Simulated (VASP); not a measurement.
A run of VASP 6.6.1:

Contents of INCAR:

```
ALGO = Normal
EDIFF = 1E-6
ENCUT = 520
GGA = PS
ISIF = 2
ISMEAR = 0
LASPH = True
LCHARG = False
LREAL = False
LWAVE = False
NBANDS = 32
NELM = 100
PREC = Accurate
SIGMA = 0.05
```

Contents of KPOINTS:

```
k-points
0
Gamma
  4 4 4
```

The input POSCAR:

```
Mg6O5
1.0
    5.5908553621      0.0000000000      0.0000000000
    0.0000000000      5.5908553621      0.0000000000
    0.0000000000      0.0000000000      5.5908553621
Mg O
6 5
Direct
    0.2500000000      0.0000000000      0.5000000000
    0.0000000000      0.5000000000      0.2500000000
    0.5000000000      0.7500000000      0.0000000000
    0.7500000000      0.0000000000      0.5000000000
    0.0000000000      0.5000000000      0.7500000000
    0.5000000000      0.2500000000      0.0000000000
    0.5000000000      0.0000000000      0.2500000000
    0.0000000000      0.7500000000      0.5000000000
    0.8750000000      0.4373977724      0.0000000000
    0.5000000000      0.0000000000      0.7500000000
    0.0000000000      0.2500000000      0.5000000000
```

Potentials or basis: VASP PAW PBE potentials, release 64 (Mg, O).

Launch:

```console
$ cat potpaw_PBE.64/Mg/POTCAR potpaw_PBE.64/O/POTCAR > POTCAR
$ mpirun -np 1 vasp_std > vasp.out
```

Hardware: 1 thread of Intel(R) Xeon(R) Platinum 8488C (Sapphire Rapids) (shared host).

Question: Estimate the wall time of this run.

Answer: Run time: 120 s on 1 thread of Intel(R) Xeon(R) Platinum 8488C (Sapphire Rapids), on a shared host, peak memory 0.33 GiB. Counts: scf iterations 16, k points 30.
